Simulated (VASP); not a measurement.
Crystal: Be.

```
CELL_PARAMETERS angstrom
2.29950 0.00000 0.00000
-1.14975 1.99143 0.00000
0.00000 0.00000 3.60090
ATOMIC_POSITIONS crystal
Be 0.33333 0.66667 0.25000
Be 0.66667 0.33333 0.75000
```

Base run:

- Program: VASP 6.6.1
- Functional: PBE
- Potentials or basis: VASP PAW PBE potentials, release 64 (Be)
- Cutoff: 520 eV
- k mesh: 20 × 20 × 11
- Occupations: fermi-dirac, width 0.05 eV
- Spin: no spin polarisation

Its results: band gap on the k mesh zero (band 2 reaches 7.67 eV, above the bottom of band 3 at 6.27 eV); pressure -4.6 GPa.

Q: The run is repeated on the same cell with these changes: functional from PBE to PBEsol. What comes out?

A: Band gap on the k mesh zero (band 2 reaches 7.65 eV, above the bottom of band 3 at 6.25 eV); pressure -5.4 GPa.

PBEsol binds more tightly than PBE, so the same cell stands under less pressure.

Caveats: the PAW data sets were made with another functional, which shifts forces and pressure a little (some runs).
